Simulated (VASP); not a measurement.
Set up this calculation in VASP 6.6.1, as the native input.

```
Task                   : single point
Functional             : r2SCAN
Potentials or basis    : VASP PAW PBE potentials, release 64 (Cu, Pd)
Cutoff                 : 520 eV
k mesh                 : 14 × 14 × 14
Occupations            : gaussian, width 0.1 eV
Spin                   : no spin polarisation
Dipole correction      : no
Further INCAR settings : ALGO = Normal; EDIFF = 1e-06; NBANDS = 18
```

CuPd (Skaergaardite):

```
Cu Pd
1.0
     2.94973    0.00000    0.00000
     0.00000    2.94973    0.00000
     0.00000    0.00000    2.94973
Cu Pd
1 1
Direct
  0.00000 0.00000 0.00000
  0.50000 0.50000 0.50000
```

This cell differs from its parent crystal: volume scaled by 0.97.

These files were run (other wordings do the same):

POSCAR

```
CuPd
1.0
    2.9497348647      0.0000000000      0.0000000000
    0.0000000000      2.9497348647      0.0000000000
    0.0000000000      0.0000000000      2.9497348647
Cu Pd
1 1
Direct
    0.0000000000      0.0000000000      0.0000000000
    0.5000000000      0.5000000000      0.5000000000
```

INCAR.step1

```
SYSTEM = CuPd
PREC = Accurate
ENCUT = 520
ISMEAR = 0
SIGMA = 0.1
LREAL = .False.
LASPH = .True.
NELM = 80
NBANDS = 18
GGA = PE
ALGO = Normal
EDIFF = 1E-4
LWAVE = .True.
LCHARG = .False.
```

INCAR.step2

```
SYSTEM = CuPd
PREC = Accurate
ENCUT = 520
EDIFF = 1E-6
ISMEAR = 0
SIGMA = 0.1
LREAL = .False.
LASPH = .True.
NELM = 80
ALGO = Normal
ISIF = 2
LWAVE = .False.
LCHARG = .False.
METAGGA = R2SCAN
LMIXTAU = .True.
NBANDS = 18
ISTART = 1
```

KPOINTS

```
regular mesh
0
Gamma
  14 14 14
  0 0 0
```

Potentials or basis: VASP PAW PBE potentials, release 64 (Cu, Pd).

Run with:

```sh
$ cat potpaw_PBE.64/Cu/POTCAR potpaw_PBE.64/Pd/POTCAR > POTCAR
$ cp INCAR.step1 INCAR
$ mpirun -np 1 vasp_std > vasp.out
$ cp INCAR.step2 INCAR
$ mpirun -np 1 vasp_std > vasp.out
```

It gave:

```json
{
  "Pressure": "6.6 GPa"
}
```

Caveat: the PAW data sets were made with another functional, which shifts forces and pressure a little.

Wall time 77 s on 1 thread of Intel(R) Xeon(R) 6975P-C (Granite Rapids), on a shared host, peak memory 0.19 GiB.
